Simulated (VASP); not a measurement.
# InSe: single point with PBE+D3(BJ)

Crystal: InSe.

```
CELL_PARAMETERS angstrom
4.03236 0.00000 0.00000
-2.01618 3.49213 0.00000
0.00000 0.00000 16.76325
ATOMIC_POSITIONS crystal
In 0.33333 0.66667 0.16667
In 0.66667 0.33333 0.66667
In 0.33333 0.66667 0.33333
In 0.66667 0.33333 0.83333
Se 0.33333 0.66667 0.58991
Se 0.66667 0.33333 0.08991
Se 0.33333 0.66667 0.91009
Se 0.66667 0.33333 0.41009
```

- Program: VASP 6.6.1
- Task: single point
- Functional: PBE
- Dispersion: D3(BJ)
- Potentials or basis: VASP PAW PBE potentials, release 64 (In_d, Se)
- Cutoff: 520 eV
- k mesh: 10 × 10 × 3
- Occupations: gaussian, width 0.01 eV
- Spin: no spin polarisation

```json
{
 "Pressure": "0.0 GPa",
 "Largest force": "0.015 eV/Å",
 "Band gap on the k mesh": "0.35 eV, direct",
 "Dispersion energy per atom": "-0.297 eV"
}
```

Forces in eV/Å, atoms in the order of the input:
```
In   0.000  0.000  0.014
In   0.000  0.000  0.014
In   0.000  0.000 -0.014
In   0.000  0.000 -0.014
Se   0.000  0.000 -0.015
Se   0.000  0.000 -0.015
Se   0.000  0.000  0.015
Se   0.000  0.000  0.015
```

Levels at points of the mesh, in eV from the valence-band top:
```
           k point  band 35  band 36  band 37  band 38  band 39  band 40  band 41  band 42
(0.00, 0.00, 0.00)    -1.17    -1.10    -1.10     0.00     0.35     1.73     2.11     2.12
(0.50, 0.00, 0.00)    -2.08    -2.07    -1.98    -1.35     1.12     1.21     1.93     1.94
```

Run time: 5.8 min on 1 thread of Oxide Virtual Turin-like Processor, on a shared host, peak memory 0.44 GiB.

Caveat: spin-orbit coupling is left out, which moves the levels of the heavy elements.
